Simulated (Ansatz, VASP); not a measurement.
# HgH: VASP beside Ansatz

```
CELL_PARAMETERS angstrom
2.65331 -8.56362 0.00000
2.65331 8.56362 0.00000
0.00000 0.00000 5.25446
ATOMIC_POSITIONS crystal
Hg 0.31796 0.68204 0.50000
Hg 0.81796 0.18204 0.00000
Hg 0.18204 0.81796 0.00000
Hg 0.68204 0.31796 0.50000
H 0.42923 0.42923 0.00000
H 0.57077 0.57077 0.00000
H 0.92923 0.92923 0.50000
H 0.07077 0.07077 0.50000
```

Alike in both runs: functional PBE; k mesh 6 × 6 × 4; occupations gaussian, width 0.02 eV; no spin polarisation.

Ansatz relaxed the structure, and its values are those at the end. VASP's run is a single point on that final structure, the one shown.

```csv
,VASP,Ansatz
version,VASP 6.6.1,Ansatz 0.2.0
potentials or method,"VASP PAW PBE potentials, release 64 (Hg, H), cutoff 520 eV","scalar-relativistic, plane waves, PAW"
valence electrons in the cell,52,84
```

|  | VASP | Ansatz | Ansatz less VASP |
| --- | --- | --- | --- |
| gap on the k mesh at the Fermi level (eV) | 1.89 | 1.88 | -0.011 |
| least direct gap on the mesh (eV) | 2.33 | 2.32 | -0.013 |
| pressure (GPa) | -0.1 | 0.0 | +0.05 |
| rms of the force components (eV/Å) | 0.005 | 0.000 | -0.0048 |

VASP's potentials hold 52 valence electrons a cell and Ansatz's 84, so a difference there can come from the potentials and not from the codes. Ansatz's warnings: structure snapped to symmetry.

Spin-orbit coupling is off throughout.
